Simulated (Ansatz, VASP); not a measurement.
## MoS2: VASP beside Ansatz

INCAR

```
SYSTEM = MoS2
ALGO     = Normal         ! electronic algorithm
EDIFF    = 1E-6           ! SCF threshold, eV
ENCUT    = 520            ! plane-wave cutoff, eV
GGA      = PE             ! functional
ISIF     = 2              ! what is computed and relaxed
ISMEAR   = -1             ! smearing method
LASPH    = .True.         ! aspherical terms in the spheres
LCHARG   = .False.        ! write CHGCAR
LREAL    = .False.        ! projectors in reciprocal space
LWAVE    = .False.        ! write WAVECAR
NBANDS   = 35             ! bands
NELM     = 80             ! most SCF steps
PREC     = Accurate       ! precision mode
SIGMA    = 0.05           ! smearing width, eV
```

KPOINTS

```
k-points
0
Gamma
  10 10 3
  0 0 0
```

The input POSCAR:

```
MoS2
1.0
    3.1397861055      0.0000000000      0.0000000000
   -1.5698930527      2.7191345320      0.0000000000
    0.0000000000      0.0000000000     12.2124804371
Mo S
2 4
Direct
    0.3333333333      0.6666666667      0.2500000000
    0.6666666667      0.3333333333      0.7500000000
    0.3333333333      0.6666666667      0.6275000000
    0.6666666667      0.3333333333      0.1275000000
    0.3333333333      0.6666666667      0.8725000000
    0.6666666667      0.3333333333      0.3725000000
```

The input input.yaml:

```yaml
crystal:
  lattice:
    - [3.1397861055, 0.0, 0.0]
    - [-1.5698930527, 2.719134532, 0.0]
    - [0.0, 0.0, 12.2124804371]
  atoms:
    - { symbol: Mo, position: [0.3333333333, 0.6666666667, 0.25] }
    - { symbol: Mo, position: [0.6666666667, 0.3333333333, 0.75] }
    - { symbol: S, position: [0.3333333333, 0.6666666667, 0.6275] }
    - { symbol: S, position: [0.6666666667, 0.3333333333, 0.1275] }
    - { symbol: S, position: [0.3333333333, 0.6666666667, 0.8725] }
    - { symbol: S, position: [0.6666666667, 0.3333333333, 0.3725] }
kpoints:
  mp_grid: { grid: [10, 10, 3] }
scf:
  occupations: { method: fermi_dirac, width: 0.05 }
hamiltonian:
  xc: pbe
  pseudopotentials: { kind: all_electron, lapw: { basis_error: 0.001 } }
output:
  forces: true
  stress: true
  eigenvalues: true
```

Change from the starting cell: volume scaled by 0.98.

Alike in both runs: task single point; functional PBE; k mesh 10 × 10 × 3; occupations fermi-dirac, width 0.05 eV; no spin polarisation.

|  | VASP | Ansatz |
| --- | --- | --- |
| version | VASP 6.6.1 | Ansatz 0.2.0 |
| potentials or method | VASP PAW PBE potentials, release 64 (Mo_sv, S), cutoff 520 eV | all-electron LAPW, scalar-relativistic |

Ansatz gave:

| Quantity | Value |
| --- | --- |
| gap on the k mesh at the Fermi level (eV) | 0.87 |
| least direct gap on the mesh (eV) | 1.92 |
| pressure (GPa) | 12.6 |
| traceless stress, the component that is largest in VASP (GPa) | 4.75 |
| rms of the force components (eV/Å) | 0.757 |

Problem. What did VASP give for the same quantities?

Solution. gap on the k mesh at the Fermi level (eV): 0.88; least direct gap on the mesh (eV): 1.92; pressure (GPa): 12.4; traceless stress, the component that is largest in VASP (GPa): 4.70; rms of the force components (eV/Å): 0.747.

Atom by atom the forces differ by 0.010 eV/Å (rms over components). Ansatz ran all-electron here, and VASP with PAW potentials.
